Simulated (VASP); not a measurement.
Write the native input for VASP 6.6.1 that does the following.

- Task: single point
- Functional: LDA
- Potentials or basis: VASP PAW LDA potentials, release 64 (Cd, S)
- Cutoff: 520 eV
- k mesh: 8 × 8 × 5
- Occupations: fermi-dirac, width 0.05 eV
- Spin: no spin polarisation
- Dipole correction: no
- Further INCAR settings: ALGO = Normal; EDIFF = 1e-07; NBANDS = 22

The structure of Cd2S lies in POSCAR:

```
Cd2S
1.0
    3.9626700490      0.0000000000      0.0000000000
   -1.9813350245      3.4317729293      0.0000000000
    0.0000000000      0.0000000000      5.8091920000
Cd S
2 1
Direct
    0.3333333333      0.6666666667      0.9327170000
    0.6666666667      0.3333333333      0.5787350000
    0.3333333333      0.6666666667      0.3657050000
```

The input as run:

INCAR

```
PREC = Accurate ; ENCUT = 520
EDIFF = 1E-7 ; ISMEAR = -1
SIGMA = 0.05 ; LREAL = False
LASPH = True ; NELM = 100
ALGO = Normal ; ISIF = 2
LWAVE = False ; LCHARG = False
NBANDS = 22
```

KPOINTS

```
regular mesh
0
Gamma
  8 8 5
```

Potentials or basis: VASP PAW LDA potentials, release 64 (Cd, S).

Command:

```console
$ cat potpaw_LDA.64/Cd/POTCAR potpaw_LDA.64/S/POTCAR > POTCAR
$ mpirun -np 1 vasp_std > vasp.out
```

Results of the run:

| Property | Result |
| --- | --- |
| Pressure | -4.6 GPa |
| Largest force | 0.158 eV/Å |
| Band gap on the k mesh | 0.24 eV, indirect (least direct gap 0.56 eV) |

It took 65 s on 1 thread of Intel(R) Xeon(R) Platinum 8488C (Sapphire Rapids), with other jobs on the host, peak memory 0.2 GiB.
